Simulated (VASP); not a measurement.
Rh, 1 atom in the cell. The structure is cubic, space group Fm-3m (No. 225). The conventional cell has a = 3.753 Å, b = 3.753 Å, c = 3.753 Å, α = 90.00°, β = 90.00°, γ = 90.00°. Within 3.5 Å of Rh (site symmetry m-3m) lie 12 Rh at 2.65 Å. 

```yaml
Program: VASP 6.6.1
Task: single point
Functional: LDA
Potentials_or_basis: VASP PAW LDA potentials, release 64 (Rh_pv)
Cutoff: 500 eV
k_mesh: 10 × 10 × 10
Occupations: methfessel-paxton, width 0.05 eV
Spin: no spin polarisation
Dipole_correction: no
Further_INCAR_settings: ALGO = Normal; EDIFF = 1e-06; NBANDS = 14
```

Potentials or basis: VASP PAW LDA potentials, release 64 (Rh_pv).

The run is started by

```console
$ cat potpaw_LDA.64/Rh_pv/POTCAR > POTCAR
$ mpirun -np 1 vasp_std > vasp.out
```

Hardware: 1 thread of AMD EPYC 7R43 64-Core Processor (Zen 3), with other jobs on the host.

**Question.** Estimate the wall time of this run.

**Answer.** It took 6.7 s on 1 thread of AMD EPYC 7R43 64-Core Processor (Zen 3) (shared host), peak memory 0.09 GiB. Counts: scf iterations 11, k points 47.
